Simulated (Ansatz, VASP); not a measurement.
## Ga2O3 in VASP and in Ansatz

```xyz
10
Lattice="6.1070 -1.5186 0.0000 6.1070 1.5186 0.0000 -1.3860 0.0000 5.6300" Properties=species:S:1:pos:R:3 pbc="T T T"
Ga    0.0041    0.0000    4.4736
Ga   10.8240    0.0000    1.1564
Ga    7.6096    0.0000    1.7679
Ga    3.2184    0.0000    3.8621
O     1.8570    0.0000    0.6182
O     8.9710    0.0000    5.0118
O     1.3361    0.0000    3.1708
O     9.4919    0.0000    2.4592
O     5.7013    0.0000    1.4447
O     5.1267    0.0000    4.1853
```

Alike in both runs: task single point; functional PBEsol; k mesh 6 × 6 × 4; no spin polarisation.

|  | VASP | Ansatz |
| --- | --- | --- |
| version | VASP 6.6.1 | Ansatz 0.2.0 |
| potentials or method | VASP PAW PBE potentials, release 64 (Ga_d, O), cutoff 520 eV | plane waves, PAW |
| occupations | gaussian, width 0.01 eV | fixed |
| valence electrons in the cell | 88 | 88 |

```csv
,VASP,Ansatz,Ansatz less VASP
gap on the k mesh at the Fermi level (eV),2.35,2.35,0.000
```

VASP's potentials were made for PBE, not for PBEsol.
